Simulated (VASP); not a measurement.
# SnO (P4/nmm) in VASP: further runs

The runs below take SnO through single point, relaxation of cell and atoms, with PBE, RPBE, r2SCAN.

All numbers are computed with VASP 6.6.1; they aren't measurements. Logs are shortened: lines on timing, memory, paths and dates and some standing lists are left out, and cuts for length are marked.

### Step 1. The cell of the first run

It takes space group P4/nmm (No. 129, tetragonal). The conventional cell has a = 3.868 Å, b = 3.868 Å, c = 5.043 Å, α = 90.00°, β = 90.00°, γ = 90.00°. Within 3.0 Å of Sn (site symmetry 4mm) lie 4 O at 2.25 Å. Within 3.0 Å of O (site symmetry -4m2) lie 4 Sn at 2.25 Å and 4 O at 2.73 Å.

### Step 2. Single point, PBE

File INCAR:

```
ALGO = Normal
EDIFF = 1E-6
ENCUT = 520
GGA = PE
ISIF = 2
ISMEAR = 0
LASPH = T
LCHARG = T
LELF = T
LREAL = F
LVHAR = T
LWAVE = F
NBANDS = 28
NELM = 80
PREC = Accurate
SIGMA = 0.05
```

File KPOINTS:

```
k-points
0
Gamma
  6 6 4
```

File POSCAR:

```
SnO
1.0
    3.8677145885      0.0000000000      0.0000000000
    0.0000000000      3.8677145885      0.0000000000
    0.0000000000      0.0000000000      5.0430308644
Sn O
2 2
Direct
    0.0000000000      0.5000000000      0.2298380278
    0.5000000000      0.0000000000      0.7701619722
    0.0000000000      0.0000000000      0.0000000000
    0.5000000000      0.5000000000      0.0000000000
```

Potentials or basis: VASP PAW PBE potentials, release 64 (Sn_d, O).

Started as:

```console
$ cat potpaw_PBE.64/Sn_d/POTCAR potpaw_PBE.64/O/POTCAR > POTCAR
$ mpirun -np 1 vasp_std > vasp.out
```

OUTCAR:

```text
EDIFF = 1E-6
   ENCUT = 520
   GGA = PE
   ISIF = 2
   ISMEAR = 0
   LASPH = T
   LREAL = F
   NELM = 80
   PREC = Accurate

 ion  position               nearest neighbor table
   1  0.000  0.500  0.230-   3 2.25   4 2.25   3 2.25   4 2.25   2 3.59   2 3.59   2 3.59   2 3.59

   2  0.500  0.000  0.770-   3 2.25   4 2.25   4 2.25   3 2.25   1 3.59   1 3.59   1 3.59   1 3.59

   3  0.000  0.000  0.000-   1 2.25   2 2.25   1 2.25   2 2.25
   4  0.500  0.500  0.000-   1 2.25   2 2.25   2 2.25   1 2.25

  LATTYP: Found a simple tetragonal cell.
 ALAT       =     3.8677145885
 C/A-ratio  =     1.3038787504

  Lattice vectors:

 A1 = (   3.8677145885,   0.0000000000,   0.0000000000)
 A2 = (   0.0000000000,   3.8677145885,   0.0000000000)
 A3 = (   0.0000000000,   0.0000000000,   5.0430308644)

Analysis of symmetry for initial positions (statically):
=====================================================================
 Subroutine PRICEL returns:
 Original cell was already a primitive cell.

 Routine SETGRP: Setting up the symmetry group for a
 simple tetragonal supercell.

 Subroutine GETGRP returns: Found 16 space group operations
 (whereof  8 operations were pure point group operations)
 out of a pool of 16 trial point group operations.

The static configuration has the point symmetry D_2d.
 The point group associated with its full space group is D_4h.

Analysis of symmetry for dynamics (positions and initial velocities):
=====================================================================
 Subroutine PRICEL returns:
 Original cell was already a primitive cell.

 Routine SETGRP: Setting up the symmetry group for a
 simple tetragonal supercell.

 Subroutine GETGRP returns: Found 16 space group operations
 (whereof  8 operations were pure point group operations)
 out of a pool of 16 trial point group operations.

The dynamic configuration has the point symmetry D_2d.
 The point group associated with its full space group is D_4h.

 Subroutine INISYM returns: Found 16 space group operations
 (whereof  8 operations are pure point group operations),
 and found     1 'primitive' translations

----------------------------------------------------------------------------------------

[... 92 lines left out ...]
   LSORBIT =      F    spin-orbit coupling
   LASPH  =      T    aspherical Exc in radial PAW
   ENCUT  =  520.0 eV  38.22 Ry    6.18 a.u.   7.19  7.19  9.38*2*pi/ulx,y,z
   NELM   =     80;   NELMIN=  2; NELMDL= -5     # of ELM steps
   EDIFF  = 0.1E-05   stopping-criterion for ELM
   LREAL  =      F    real-space projection
   EDIFFG = 0.1E-04   stopping-criterion for IOM
   NSW    =      0    number of steps for IOM
   IBRION =     -1    ionic relax: 0-MD 1-quasi-New 2-CG
   NFREE  =      0    steps in history (QN), initial steepest desc. (CG)
   ISIF   =      2    stress and relaxation
   ISYM   =      2    0-nonsym 1-usesym 2-fastsym
   POTIM  = 0.5000    time-step for ionic-motion
   TEBEG  =    0.0;   TEEND  =   0.0 temperature during run
   PSTRESS=    0.0 pullay stress
   NELECT =      40.0000    total number of electrons
   NUPDOWN=      -1.0000    fix difference up-down
   EMIN   =  10.00;   EMAX   =-10.00  energy-range for DOS
   EFERMI =   0.00;   METHOD = LEGACY
   ISMEAR =     0;   SIGMA  =   0.05  broadening in eV -4-tet -1-fermi 0-gaus
   EFERMI_NEDOS =   21; number of points for ismear=-14 and -15
   IALGO  =     38    algorithm
   IMIX   =      4    mixing-type and parameters
     AMIX     =   0.40;   BMIX     =  1.00
     AMIX_MAG =   1.60;   BMIX_MAG =  1.00
  volume/ion in A,a.u.               =      18.86       127.27
  Fermi-wavevector in a.u.,A,eV,Ry     =   1.325037  2.503957 23.888062  1.755723
  Thomas-Fermi vector in A             =   2.454527
   LORBIT       =      0    0 simple, 1 ext, 2 COOP (PROOUT), +10 PAW based schemes
   GGA     = PE    functional components
   LHFCALC =     F    Hartree Fock is set to
   AEXX    =    0.0000 exact exchange contribution
   IVDW    =     0    specifies the selected vdW correction
   LEPSILON=     F    determine dielectric tensor
   LRPA    =     F    only Hartree local field effects (RPA)
 non-spin polarized calculation
 Gauss-broadening in eV      SIGMA  =   0.05
  energy-cutoff  :      520.00
  volume of cell :       75.44
 maximum number of plane-waves:      2056
 NGX is ok and might be reduce to    30
   NGX = 15   NGY = 15   NGZ = 19

 number of electron      39.9999989 magnetization

 Free energy of the ion-electron system (eV)
  ---------------------------------------------------
  ext. energy  EPLUGINS =         0.00000000
  ---------------------------------------------------
  free energy    TOTEN  =       -22.72579792 eV

  energy without entropy =      -22.72579792  energy(sigma->0) =      -22.72579792

 E-fermi :   6.4370     XC(G=0):  -9.8514

 val. band max:        6.1893879807   @ k =   0.0000   0.0000   0.0000
 cond. band min:       6.6614325402   @ k =   0.5000   0.5000   0.0000
 fundamental gap:      0.4720445595
 Fermi energy:         6.4370151586

 k-point     1 :       0.0000    0.0000    0.0000
  band No.  band energies     occupation
      1     -15.5602      2.00000
      2     -15.1954      2.00000
      3     -15.1914      2.00000
      4     -15.1914      2.00000
      5     -15.1616      2.00000
      6     -15.1474      2.00000
[... 733 lines left out ...]
     27      15.2501      0.00000
     28      15.2501      0.00000

 [... further k-points ...]

------------------------ aborting loop because EDIFF is reached ----------------------------------------

  FORCE on cell =-STRESS in cart. coord.  units (eV):
  Direction    XX          YY          ZZ          XY          YZ          ZX
  --------------------------------------------------------------------------------------
  -------------------------------------------------------------------------------------
  Total        0.1003646      0.1003646      0.1384471      0.0000000      0.0000000      0.0000000
  in kB        2.1315272      2.1315272      2.9403158      0.0000000      0.0000000      0.0000000
  external PRESSURE =       2.4011234 kB  Pullay stress =       0.0000000 kB

 VOLUME and BASIS-vectors are now :
 -----------------------------------------------------------------------------
  energy-cutoff  :      520.00
  volume of cell :       75.44
      direct lattice vectors                 reciprocal lattice vectors
     3.867714589  0.000000000  0.000000000     0.258550619  0.000000000  0.000000000
     0.000000000  3.867714589  0.000000000     0.000000000  0.258550619  0.000000000
     0.000000000  0.000000000  5.043030864     0.000000000  0.000000000  0.198293452

 POSITION                                       TOTAL-FORCE (eV/Angst)
 -----------------------------------------------------------------------------------
      0.00000      1.93386      1.15908        -0.000000      0.000000      0.066113
      1.93386      0.00000      3.88395         0.000000      0.000000     -0.066113
      0.00000      0.00000      0.00000        -0.000000     -0.000000      0.000000
      1.93386      1.93386      0.00000        -0.000000      0.000000      0.000000
 -----------------------------------------------------------------------------------
    total drift:                                0.000000      0.000000      0.000000

  FREE ENERGIE OF THE ION-ELECTRON SYSTEM (eV)
  ---------------------------------------------------
  free  energy   TOTEN  =       -22.7257979218 eV

  energy  without entropy=      -22.7257979218  energy(sigma->0) =      -22.72579792
```

OSZICAR:

```text
N       E                     dE             d eps       ncg     rms          rms(c)
DAV:   1     0.416900542249E+03    0.41690E+03   -0.20003E+04  1760   0.212E+03
DAV:   2     0.392996421896E+02   -0.37760E+03   -0.36232E+03  1720   0.543E+02
DAV:   3    -0.234137339751E+02   -0.62713E+02   -0.61497E+02  1956   0.182E+02
DAV:   4    -0.264639426272E+02   -0.30502E+01   -0.30383E+01  1888   0.431E+01
DAV:   5    -0.265374388582E+02   -0.73496E-01   -0.73488E-01  1828   0.733E+00    0.117E+01
DAV:   6    -0.227822779268E+02    0.37552E+01   -0.18110E+01  2696   0.456E+01    0.510E+00
DAV:   7    -0.227464061480E+02    0.35872E-01   -0.22071E+00  1988   0.876E+00    0.251E+00
DAV:   8    -0.227324284189E+02    0.13978E-01   -0.31100E-01  2052   0.364E+00    0.815E-01
DAV:   9    -0.227246923622E+02    0.77361E-02   -0.49433E-02  2680   0.215E+00    0.250E-01
DAV:  10    -0.227262601550E+02   -0.15678E-02   -0.82983E-03  2248   0.799E-01    0.164E-01
DAV:  11    -0.227257661587E+02    0.49400E-03   -0.27750E-03  2524   0.459E-01    0.259E-02
DAV:  12    -0.227258023293E+02   -0.36171E-04   -0.31110E-04  1736   0.106E-01    0.340E-02
DAV:  13    -0.227257979234E+02    0.44059E-05   -0.42259E-05  2128   0.552E-02    0.303E-03
DAV:  14    -0.227257979218E+02    0.16107E-08   -0.39338E-06  1864   0.124E-02
   1 F= -.22725798E+02 E0= -.22725798E+02  d E =-.702733E-12
```

stdout:

```text
POSCAR found type information on POSCAR SnO
 POSCAR found :  2 types and       4 ions
 scaLAPACK will be used
 LDA part: xc-table for (Slater+PW92), standard interpolation
 POSCAR, INCAR and KPOINTS ok, starting setup
 FFT: planning ... GRIDC
 FFT: planning ... GRID_SOFT
 FFT: planning ... GRID
 WAVECAR not read
 entering main loop
```

It took 58 s on 1 thread of Intel Xeon 6975P-C, shared host; peak memory 0.21 GiB.

What came out:

```
Free energy            : -22.7258 eV
Pressure               : 0.2 GPa
Largest force          : 0.066 eV/Å
Band gap on the k mesh : 0.47 eV, indirect (least direct gap 1.92 eV)
```

Forces on the atoms (eV/Å):
```
Sn   0.000  0.000  0.066
Sn   0.000  0.000 -0.066
O    0.000  0.000  0.000
O    0.000  0.000  0.000
```

Stress tensor (GPa, compression positive):
```
0.21 0.00 0.00
0.00 0.21 0.00
0.00 0.00 0.29
```

Levels at points of the mesh, in eV from the valence-band top:
```tsv
k point	band 17	band 18	band 19	band 20	band 21	band 22	band 23	band 24
(0.00, 0.00, 0.00)	-3.16	-2.89	-2.89	0.00	1.92	4.11	4.89	4.89
(0.50, 0.00, 0.00)	-4.48	-4.48	-2.35	-2.35	3.06	3.06	5.71	5.71
(0.50, 0.50, 0.00)	-2.25	-2.25	-1.74	-1.74	0.47	0.47	4.56	4.56
(0.00, 0.00, 0.50)	-3.21	-2.90	-2.90	-1.94	1.72	3.28	3.28	3.74
(0.50, 0.00, 0.50)	-4.45	-4.45	-1.54	-1.54	2.49	2.49	5.54	5.54
(0.50, 0.50, 0.50)	-2.37	-2.37	-2.25	-2.25	2.59	2.59	3.78	3.78
```

Caveat: spin-orbit coupling is left out, which moves the levels of the heavy elements. A k mesh can miss the band edges.

### Step 3. Relaxation of cell and atoms, PBE

This run uses another cell than the first one, of 17.65 Å³/atom, 0.936 times its volume.

File INCAR:

```
SYSTEM = SnO
ALGO = Normal ; EDIFF = 1E-7
EDIFFG = -0.03 ; ENCUT = 600
GGA = PE ; IBRION = 2
ISIF = 3 ; ISMEAR = 0
LASPH = .True. ; LCHARG = .False.
LREAL = .False. ; LWAVE = .False.
NELM = 60 ; NSW = 80
PREC = Accurate ; SIGMA = 0.05
```

File KPOINTS:

```
k-points
0
Gamma
  6 6 4
  0 0 0
```

File POSCAR:

```
SnO
1.0
    3.8146313220      0.0000000000      0.0000000000
    0.0000000000      3.8146313220      0.0000000000
    0.0000000000      0.0000000000      4.8520665632
Sn O
2 2
Direct
    0.0000000000      0.5000000000      0.2385000000
    0.5000000000      0.0000000000      0.7615000000
    0.0000000000      0.0000000000      0.0000000000
    0.5000000000      0.5000000000      0.0000000000
```

Potentials or basis: VASP PAW PBE potentials, release 64 (Sn_d, O).

Started as:

```console
$ cat potpaw_PBE.64/Sn_d/POTCAR potpaw_PBE.64/O/POTCAR > POTCAR
$ mpirun -np 1 vasp_std > vasp.out
```

OUTCAR:

```text
SYSTEM = SnO
   EDIFF = 1E-7
   EDIFFG = -0.03
   ENCUT = 600
   GGA = PE
   IBRION = 2
   ISIF = 3
   ISMEAR = 0
   LASPH = .True.
   LREAL = .False.
   NELM = 60
   NSW = 80
   PREC = Accurate

 ion  position               nearest neighbor table
   1  0.000  0.500  0.239-   3 2.23   4 2.23   3 2.23   4 2.23   2 3.55   2 3.55   2 3.55   2 3.55
                             2 3.70   2 3.70   2 3.70   2 3.70
   2  0.500  0.000  0.761-   3 2.23   4 2.23   4 2.23   3 2.23   1 3.55   1 3.55   1 3.55   1 3.55
                             1 3.70   1 3.70   1 3.70   1 3.70
   3  0.000  0.000  0.000-   1 2.23   2 2.23   1 2.23   2 2.23
   4  0.500  0.500  0.000-   1 2.23   2 2.23   2 2.23   1 2.23

  LATTYP: Found a simple tetragonal cell.
 ALAT       =     3.8146313220
 C/A-ratio  =     1.2719621252

  Lattice vectors:

 A1 = (   3.8146313220,   0.0000000000,   0.0000000000)
 A2 = (   0.0000000000,   3.8146313220,   0.0000000000)
 A3 = (   0.0000000000,   0.0000000000,   4.8520665632)

Analysis of symmetry for initial positions (statically):
=====================================================================
 Subroutine PRICEL returns:
 Original cell was already a primitive cell.

 Routine SETGRP: Setting up the symmetry group for a
 simple tetragonal supercell.

 Subroutine GETGRP returns: Found 16 space group operations
 (whereof  8 operations were pure point group operations)
 out of a pool of 16 trial point group operations.

The static configuration has the point symmetry D_2d.
 The point group associated with its full space group is D_4h.
[... 274 lines left out ...]
  ---------------------------------------------------
  free  energy   TOTEN  =       -22.7149834257 eV

  energy  without entropy=      -22.7148804298  energy(sigma->0) =      -22.71493193

 E-fermi :   6.5790     XC(G=0): -10.0014

 val. band max:        6.4211044340   @ k =   0.0000   0.0000   0.0000
 cond. band min:       6.7420402434   @ k =   0.5000   0.5000   0.0000
 fundamental gap:      0.3209358095
 Fermi energy:         6.5789957017

 k-point     1 :       0.0000    0.0000    0.0000
  band No.  band energies     occupation
      1     -15.3216      2.00000
      2     -14.9629      2.00000
      3     -14.9629      2.00000
      4     -14.9580      2.00000
      5     -14.9307      2.00000
      6     -14.9198      2.00000
[... 637 lines left out ...]
     23      11.8320      0.00000
     24      11.8320      0.00000

 [... further k-points ...]

[... ionic steps 4 to 8 ...]

--------------------------------------- Ionic step        9  -------------------------------------------

 number of electron      39.9999993 magnetization

------------------------ aborting loop because EDIFF is reached ----------------------------------------
[... 71 lines left out ...]
--------------------------------------- Ionic step       11  -------------------------------------------

 number of electron      39.9999989 magnetization

 Free energy of the ion-electron system (eV)
  ---------------------------------------------------
  ext. energy  EPLUGINS =         0.00000000
  ---------------------------------------------------
  free energy    TOTEN  =       -22.72498925 eV

  energy without entropy =      -22.72498925  energy(sigma->0) =      -22.72498925

 E-fermi :   6.4345     XC(G=0):  -9.8658

 val. band max:        6.2219384037   @ k =   0.0000   0.0000   0.0000
 cond. band min:       6.6497878569   @ k =   0.5000   0.5000   0.0000
 fundamental gap:      0.4278494532
 Fermi energy:         6.4345097625

 k-point     1 :       0.0000    0.0000    0.0000
  band No.  band energies     occupation
      1     -15.5366      2.00000
      2     -15.1782      2.00000
      3     -15.1724      2.00000
      4     -15.1724      2.00000
      5     -15.1439      2.00000
      6     -15.1285      2.00000
[... 670 lines left out ...]
  FREE ENERGIE OF THE ION-ELECTRON SYSTEM (eV)
  ---------------------------------------------------
  free  energy   TOTEN  =       -22.7249892459 eV

  energy  without entropy=      -22.7249892459  energy(sigma->0) =      -22.72498925

 reached required accuracy - stopping structural energy minimisation
```

CONTCAR:

```text
SnO
   1.00000000000000
     3.8647261527392680    0.0000000000000000    0.0000000000000000
     0.0000000000000000    3.8647261527392680   -0.0000000000000000
     0.0000000000000000   -0.0000000000000000    5.0401030272777314
  Sn              O
     2     2
Direct
     0.0000000000000000    0.5000000000000000    0.2310167327707175
     0.5000000000000000    0.0000000000000000    0.7689832672292827
     0.0000000000000000    0.0000000000000000    0.0000000000000000
     0.5000000000000000    0.5000000000000000    0.0000000000000000

  0.00000000E+00  0.00000000E+00  0.00000000E+00
  0.00000000E+00  0.00000000E+00  0.00000000E+00
  0.00000000E+00  0.00000000E+00  0.00000000E+00
  0.00000000E+00  0.00000000E+00  0.00000000E+00
```

Wall time 7.9 min (1 thread of Intel Xeon 6975P-C, shared host); peak memory 0.22 GiB.

Results:

- Free energy: -22.7250 eV
- Relaxed volume: 18.82 Å³/atom
- Relaxed cell: a = 3.865 Å, b = 3.865 Å, c = 5.040 Å, α = 90.00°, β = 90.00°, γ = 90.00°
- Space group after relaxing (to 0.05 Å): P4/nmm (No. 129)
- Energy gained by relaxing: 8.3 meV/atom
- Ionic steps: 11
- Pressure after relaxing: 0.1 GPa
- Largest force after relaxing: 0.013 eV/Å
- Band gap on the k mesh: 0.43 eV, indirect (least direct gap 1.93 eV)

Forces on the atoms (eV/Å):
```
Sn   0.000  0.000 -0.013
Sn   0.000  0.000  0.013
O    0.000  0.000  0.000
O    0.000  0.000  0.000
```

The path:
```tsv
step	energy change (eV)	largest force (eV/Å)	pressure (GPa)	volume (Å³)
1	0.0000	0.2944	3.35	70.60
2	-0.0065	0.6191	-2.15	74.44
3	-0.0231	0.2190	0.23	72.63
4	-0.0268	0.1316	0.14	73.10
5	-0.0284	0.0331	0.05	73.63
6	-0.0296	0.0155	0.12	73.79
7	-0.0319	0.0382	0.36	74.28
8	-0.0305	0.1469	0.89	75.23
9	-0.0322	0.0810	0.55	74.62
10	-0.0328	0.0420	0.34	74.89
11	-0.0331	0.0128	0.06	75.28
```

Final structure:
```yaml
crystal:
  lattice:
    - [3.86473, 0.00000, 0.00000]
    - [0.00000, 3.86473, 0.00000]
    - [0.00000, 0.00000, 5.04010]
  atoms:
    - { symbol: Sn, position: [0.00000, 0.50000, 0.23102] }
    - { symbol: Sn, position: [0.50000, 0.00000, 0.76898] }
    - { symbol: O, position: [0.00000, 0.00000, 0.00000] }
    - { symbol: O, position: [0.50000, 0.50000, 0.00000] }
```

Caveat: spin-orbit coupling is left out, which moves the levels of the heavy elements. PBE usually gives volumes a little too large and moduli too small.

### Step 4. Single point, RPBE

This run uses another cell than the first one, of 17.89 Å³/atom, 0.948 times its volume.

File INCAR:

```
SYSTEM = SnO
PREC = Accurate ; ENCUT = 520
EDIFF = 1E-7 ; ISMEAR = 0
SIGMA = 0.05 ; LREAL = .False.
LASPH = .True. ; NELM = 80
ALGO = Normal ; ISIF = 2
LWAVE = .False. ; LCHARG = .False.
GGA = RP ; NBANDS = 28
```

File KPOINTS:

```
Automatic mesh
0
Gamma
  10 10 8
  0 0 0
```

File POSCAR:

```
SnO
1.0
    3.8072385349      0.0000000000      0.0000000000
    0.0000000000      3.8072385349      0.0000000000
    0.0000000000      0.0000000000      4.9360762066
Sn O
2 2
Direct
    0.0000000000      0.5000000000      0.2324256302
    0.5000000000      0.0000000000      0.7675743698
    0.0000000000      0.0000000000      0.0000000000
    0.5000000000      0.5000000000      0.0000000000
```

Started as:

```console
$ cat potpaw_PBE.64/Sn_d/POTCAR potpaw_PBE.64/O/POTCAR > POTCAR
$ mpirun -np 1 vasp_std > vasp.out
```

It took 3.6 min on 1 thread of Intel Xeon 6975P-C, shared host; peak memory 0.29 GiB.

The run converged. Its results:

* Free energy: -21.1349 eV
* Pressure: 6.9 GPa
* Largest force: 0.781 eV/Å
* Band gap on the k mesh: 0.22 eV, indirect (least direct gap 2.03 eV)

Forces in eV/Å, atoms in the order of the input:
```
Sn   0.000  0.000  0.781
Sn   0.000  0.000 -0.781
O    0.000  0.000  0.000
O    0.000  0.000  0.000
```

Stress tensor (GPa, compression positive):
```
7.43 0.00 0.00
0.00 7.43 0.00
0.00 0.00 5.81
```

Levels at points of the mesh, in eV from the valence-band top:
| k point | band 18 | band 19 | band 20 | band 21 | band 22 | band 23 |
| --- | --- | --- | --- | --- | --- | --- |
| (0.00, 0.00, 0.00) | -3.25 | -3.25 | 0.00 | 2.03 | 4.20 | 4.81 |
| (0.50, 0.00, 0.00) | -4.91 | -2.67 | -2.67 | 3.11 | 3.11 | 5.91 |
| (0.50, 0.50, 0.00) | -2.59 | -1.90 | -1.90 | 0.22 | 0.22 | 4.51 |
| (0.00, 0.00, 0.50) | -3.27 | -3.26 | -2.28 | 1.75 | 3.13 | 3.13 |
| (0.50, 0.00, 0.50) | -4.88 | -1.77 | -1.77 | 2.51 | 2.51 | 5.54 |
| (0.50, 0.50, 0.50) | -2.59 | -2.59 | -2.59 | 2.39 | 2.39 | 3.90 |

Caveat: the PAW data sets were made with another functional, which shifts forces and pressure a little; spin-orbit coupling is left out, which moves the levels of the heavy elements.

(Continued in part 2 of 2.)
